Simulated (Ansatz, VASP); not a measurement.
## One calculation of Cr, two programs

INCAR

```
SYSTEM = Cr
ALGO     = Normal         ! electronic algorithm
EDIFF    = 1E-6           ! SCF threshold, eV
ENCUT    = 520            ! plane-wave cutoff, eV
GGA      = PE             ! functional
ISIF     = 2              ! what is computed and relaxed
ISMEAR   = 0              ! smearing method
ISPIN    = 2              ! spin polarisation
LASPH    = .True.         ! aspherical terms in the spheres
LCHARG   = .False.        ! write CHGCAR
LMAXMIX  = 4              ! l up to which the mixer works
LORBIT   = 11             ! projections on sites
LREAL    = .False.        ! projectors in reciprocal space
LWAVE    = .False.        ! write WAVECAR
MAGMOM   = 0.05           ! initial moments
NBANDS   = 16             ! bands
NELM     = 150            ! most SCF steps
PREC     = Accurate       ! precision mode
SIGMA    = 0.05           ! smearing width, eV
```

File KPOINTS:

```
k-points
0
Gamma
  10 10 10
  0 0 0
```

File POSCAR:

```
Cr
1.0
    0.0000000000      1.8096455071      1.8096455071
    1.8096455071      0.0000000000      1.8096455071
    1.8096455071      1.8096455071      0.0000000000
Cr
1
Direct
    0.0000000000      0.0000000000      0.0000000000
```

Input for Ansatz:

```yaml
crystal:
  lattice:
    - [0.0, 1.8096455071, 1.8096455071]
    - [1.8096455071, 0.0, 1.8096455071]
    - [1.8096455071, 1.8096455071, 0.0]
  atoms:
    - { symbol: Cr, position: [0.0, 0.0, 0.0], spin: 0.05 }
basis:
  ecutwfc: 420
  ecutrho_ratio: 4
kpoints:
  mp_grid: { grid: [10, 10, 10] }
hamiltonian:
  xc: pbe
scf:
  occupations: { method: gaussian, width: 0.05 }
output:
  forces: true
  stress: true
  eigenvalues: true
  populations: true
magnetization:
  spin_polarized: true
```

Alike in both runs: task single point; functional PBE; k mesh 10 × 10 × 10; occupations gaussian, width 0.05 eV; collinear spin.

```csv
,VASP,Ansatz
version,VASP 6.6.1,Ansatz 0.2.0
potentials or method,"VASP PAW PBE potentials, release 64 (Cr_pv), cutoff 520 eV","scalar-relativistic, plane waves, PAW"
valence electrons in the cell,12,14
```

Ansatz gave:

| Quantity | Value |
| --- | --- |
| gap on the k mesh at the Fermi level (eV) | none |
| pressure (GPa) | 0.7 |
| net moment per atom (μB) | 0.00 |

Q: Which values does VASP return?

A: gap on the k mesh at the Fermi level (eV): none; pressure (GPa): 0.2; net moment per atom (μB): 0.00.

A gap of «none» marks a metal or a gap that the smearing closes. VASP's potentials hold 12 valence electrons a cell and Ansatz's 14, so a difference there can come from the potentials and not from the codes. Ansatz's warnings: seeded moment not kept.
